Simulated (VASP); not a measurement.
Runs of VASP 6.6.1 on Si. The structure is tetragonal, space group I4_1/amd (No. 141). Conventional cell: a = 4.743 Å, b = 4.743 Å, c = 2.659 Å, α = 90.00°, β = 90.00°, γ = 90.00°. Within 3.3 Å of Si (site symmetry -4m2) lie 10 Si at 2.46 to 3.10 Å. 

| smearing | gap on the mesh (eV) | pressure (GPa) |
| --- | --- | --- |
| gaussian 0.2 eV | none | 0.9 |
| gaussian 0.3 eV | none | 0.9 |
| gaussian 0.1 eV | none | (a) |
| gaussian 0.5 eV | none | 1.0 |

Alike in all rows: task single point; level PBEsol; potentials or basis VASP PAW PBE potentials, release 64 (Si); no spin polarisation; cell as given; k mesh 14 × 14 × 14; cutoff (eV) 520.

Q: Fill in the values left out.

A: (a) 0.8.

Caveats: the PAW data sets were made with another functional, which shifts forces and pressure a little; so wide a smearing shifts energies and pressures (at least some runs).

A gap of «none» marks levels without a gap at the run's occupations.
